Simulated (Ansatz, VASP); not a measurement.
## Two plane-wave programs on NaF

The input POSCAR:

```
NaF
1.0
    0.0000000000      2.2740357347      2.2740357347
    2.2740357347      0.0000000000      2.2740357347
    2.2740357347      2.2740357347      0.0000000000
Na F
1 1
Direct
    0.0000000000      0.0000000000      0.0000000000
    0.5000000000      0.5000000000      0.5000000000
```

File INCAR.step1:

```
  PREC = Accurate
  ENCUT = 520
  ISMEAR = 0
  SIGMA = 0.01
  LREAL = False
  LASPH = True
  NELM = 80
  NBANDS = 14
  GGA = PE
  ALGO = Normal
  EDIFF = 1E-4
  LWAVE = True
  LCHARG = False
```

INCAR.step2

```
  PREC = Accurate
  ENCUT = 520
  EDIFF = 1E-7
  ISMEAR = 0
  SIGMA = 0.01
  LREAL = False
  LASPH = True
  NELM = 80
  ALGO = Normal
  ISIF = 2
  LWAVE = False
  LCHARG = False
  METAGGA = R2SCAN
  LMIXTAU = True
  NBANDS = 14
  ISTART = 1
```

Contents of KPOINTS:

```
Automatic mesh
0
Gamma
  8 8 8
```

Input for Ansatz:

```yaml
crystal:
  lattice:
    - [0.0, 2.2740357347, 2.2740357347]
    - [2.2740357347, 0.0, 2.2740357347]
    - [2.2740357347, 2.2740357347, 0.0]
  atoms:
    - { symbol: Na, position: [0.0, 0.0, 0.0] }
    - { symbol: F, position: [0.5, 0.5, 0.5] }
kpoints:
  mp_grid: { grid: [8, 8, 8] }
hamiltonian:
  xc: r2scan
scf:
  occupations: { method: fixed }
  n_extra_bands: 4
output:
  forces: true
  stress: true
  eigenvalues: true
```

Alike in both runs: task single point; functional r2SCAN; k mesh 8 × 8 × 8; no spin polarisation.

|  | VASP | Ansatz |
| --- | --- | --- |
| version | VASP 6.6.1 | Ansatz 0.2.0 |
| potentials or method | VASP PAW PBE potentials, release 64 (Na_pv, F) | plane waves, PAW |
| plane-wave cutoff (eV) | 520 | 500 |
| occupations | gaussian, width 0.01 eV | fixed |
| valence electrons in the cell | 14 | 16 |

|  | VASP | Ansatz | Ansatz less VASP |
| --- | --- | --- | --- |
| gap on the k mesh at the Fermi level (eV) | 7.50 | 7.46 | -0.040 |
| pressure (GPa) | 1.0 | 1.8 | +0.78 |

VASP's potentials were made for PBE, not for r2SCAN. VASP's potentials hold 14 valence electrons a cell and Ansatz's 16, so a difference there can come from the potentials and not from the codes.
